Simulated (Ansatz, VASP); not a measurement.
# One calculation of BAs, two programs

```
CELL_PARAMETERS angstrom
0.00000 2.38850 2.38850
2.38850 0.00000 2.38850
2.38850 2.38850 0.00000
ATOMIC_POSITIONS crystal
As 0.75000 0.75000 0.75000
B 0.00000 0.00000 0.00000
```

Alike in both runs: task single point; functional revPBE; dispersion D3(BJ); k mesh 10 × 10 × 10; occupations fermi-dirac, width 0.05 eV; no spin polarisation.

```csv
,VASP,Ansatz
version,VASP 6.6.1,Ansatz 0.2.0
potentials or method,"VASP PAW PBE potentials, release 64 (As, B)",Ansatz PAW
plane-wave cutoff (eV),520,420
valence electrons in the cell,8,18
```

|  | VASP | Ansatz | Ansatz less VASP |
| --- | --- | --- | --- |
| gap on the k mesh at the Fermi level (eV) | 1.20 | 1.21 | +0.010 |
| least direct gap on the mesh (eV) | 3.27 | 3.28 | +0.006 |
| pressure (GPa) | -2.4 | -3.0 | -0.59 |

VASP's potentials were made for PBE, not for revPBE. VASP's potentials hold 8 valence electrons a cell and Ansatz's 18, so a difference there can come from the potentials and not from the codes.
